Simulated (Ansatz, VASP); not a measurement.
**One calculation of ZnO, two programs**

```
Zn O
1.0
     3.41187    0.00000    0.00000
    -1.70593    2.95476    0.00000
     0.00000    0.00000    5.20380
Zn O
2 2
Cartesian
  0.0000 1.9698 0.0000
  1.7059 0.9849 2.6019
  0.0000 1.9698 1.9884
  1.7059 0.9849 4.5903
```

Change from the starting cell: strain +0.050 along x and y, +0.000 along z, atoms carried along.

Alike in both runs: task single point; functional r2SCAN; k mesh 12 × 12 × 6; occupations gaussian, width 0.05 eV; no spin polarisation.

|  | VASP | Ansatz |
| --- | --- | --- |
| version | VASP 6.6.1 | Ansatz 0.2.0 |
| potentials or method | VASP PAW PBE potentials, release 64 (Zn, O), cutoff 520 eV | scalar-relativistic, plane waves, PAW |
| valence electrons in the cell | 36 | 36 |

```tsv
	VASP	Ansatz	Ansatz less VASP
gap on the k mesh at the Fermi level (eV)	1.09	1.10	+0.010
least direct gap on the mesh (eV)	1.09	1.10	+0.010
pressure (GPa)	-11.6	-12.2	-0.64
traceless stress, the component that is largest in VASP (GPa)	5.88	5.54	-0.342
rms of the force components (eV/Å)	0.148	0.128	-0.0194
```

VASP's potentials were made for PBE, not for r2SCAN. Atom by atom the forces differ by 0.019 eV/Å (rms over components).
